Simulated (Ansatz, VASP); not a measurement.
**Two plane-wave programs on KSrCl3**

The input INCAR:

```
SYSTEM = KSrCl3
PREC = Accurate
ENCUT = 520
EDIFF = 1E-6
ISMEAR = 0
SIGMA = 0.01
LREAL = .FALSE.
LASPH = .TRUE.
NELM = 80
ALGO = Normal
ISIF = 2
LWAVE = .FALSE.
LCHARG = .TRUE.
GGA = CA
LELF = .TRUE.
LVHAR = .TRUE.
NBANDS = 28
```

Contents of KPOINTS:

```
Automatic mesh
0
G
  4 4 4
  0 0 0
```

The input POSCAR:

```
KSrCl3
1.0
    5.6362001317      0.0000000000      0.0000000000
    0.0000000000      5.6362001317      0.0000000000
    0.0000000000      0.0000000000      5.6362001317
K Sr Cl
1 1 3
Direct
    0.0000000000      0.0000000000      0.0000000000
    0.5000000000      0.5000000000      0.5000000000
    0.5000000000      0.5000000000      0.0000000000
    0.5000000000      0.0000000000      0.5000000000
    0.0000000000      0.5000000000      0.5000000000
```

Input for Ansatz:

```yaml
crystal:
  lattice:
    - [5.6362001317, 0.0, 0.0]
    - [0.0, 5.6362001317, 0.0]
    - [0.0, 0.0, 5.6362001317]
  atoms:
    - { symbol: K, position: [0.0, 0.0, 0.0] }
    - { symbol: Sr, position: [0.5, 0.5, 0.5] }
    - { symbol: Cl, position: [0.5, 0.5, 0.0] }
    - { symbol: Cl, position: [0.5, 0.0, 0.5] }
    - { symbol: Cl, position: [0.0, 0.5, 0.5] }
kpoints:
  mp_grid: { grid: [4, 4, 4] }
hamiltonian:
  xc: lda
scf:
  occupations: { method: fixed }
  n_extra_bands: 5
output:
  forces: true
  stress: true
  eigenvalues: true
```

Alike in both runs: task single point; functional LDA; k mesh 4 × 4 × 4; no spin polarisation.

```csv
,VASP,Ansatz
version,VASP 6.6.1,Ansatz 0.2.0
potentials or method,"VASP PAW LDA potentials, release 64 (K_sv, Sr_sv, Cl)",plane waves
plane-wave cutoff (eV),520,420
occupations,"gaussian, width 0.01 eV",fixed
valence electrons in the cell,40,40
```

VASP gave:

* gap on the k mesh at the Fermi level (eV): 4.12
* pressure (GPa): -1.7

**Question.** Which values does Ansatz return?

**Answer.** gap on the k mesh at the Fermi level (eV): 4.11; pressure (GPa): -1.8.

LDA's correlation is that of Perdew and Zunger in VASP and of Perdew and Wang (1992) in Ansatz.
